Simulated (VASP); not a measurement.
Crystal: GaP.

```
CELL_PARAMETERS angstrom
6.81095 0.00000 0.00000
5.70235 3.72455 0.00000
5.70235 1.69729 3.31534
ATOMIC_POSITIONS crystal
Ga 0.43537 0.43537 0.43537
Ga 0.56463 0.56463 0.56463
P 0.05739 0.05739 0.05739
P 0.94261 0.94261 0.94261
```

```yaml
Program: VASP 6.6.1
Task: relaxation of cell and atoms
Functional: r2SCAN
Dispersion: D4
Potentials_or_basis: VASP PAW PBE potentials, release 64 (Ga_d, P)
Cutoff: 600 eV
k_mesh: 6 × 6 × 6
Occupations: gaussian, width 0.01 eV
Spin: no spin polarisation
```

At the start: pressure -3.4 GPa; volume 21.03 Å³/atom.

**Question.** Where does the relaxation end?

**Answer.** Over 7 steps the energy falls by 10.8 meV/atom and the volume is 20.07 Å³/atom (-4.5 %); space group R-3m (No. 166, to 0.1 Å) before and after.

Step by step:
```
step  energy change (eV)  largest force (eV/Å)  pressure (GPa)  volume (Å³)
   1              0.0000                0.0569           -3.44        84.10
   2             -0.0326                0.1982            1.90        78.72
   3             -0.0421                0.1295            0.04        80.38
   4             -0.0421                0.1266           -0.03        80.45
   5             -0.0432                0.0556           -0.02        80.34
   6             -0.0432                0.0611           -0.04        80.36
   7             -0.0434                0.0068            0.06        80.28
```

Final structure:
```yaml
crystal:
  lattice:
    - [6.71283, 0.00315, 0.00193]
    - [5.62192, 3.66825, 0.00193]
    - [5.62192, 1.67335, 3.26435]
  atoms:
    - { symbol: Ga, position: [0.43579, 0.43579, 0.43579] }
    - { symbol: Ga, position: [0.56421, 0.56421, 0.56421] }
    - { symbol: P, position: [0.05764, 0.05764, 0.05764] }
    - { symbol: P, position: [0.94236, 0.94236, 0.94236] }
```

Caveat: the PAW data sets were made with another functional, which shifts forces and pressure a little.
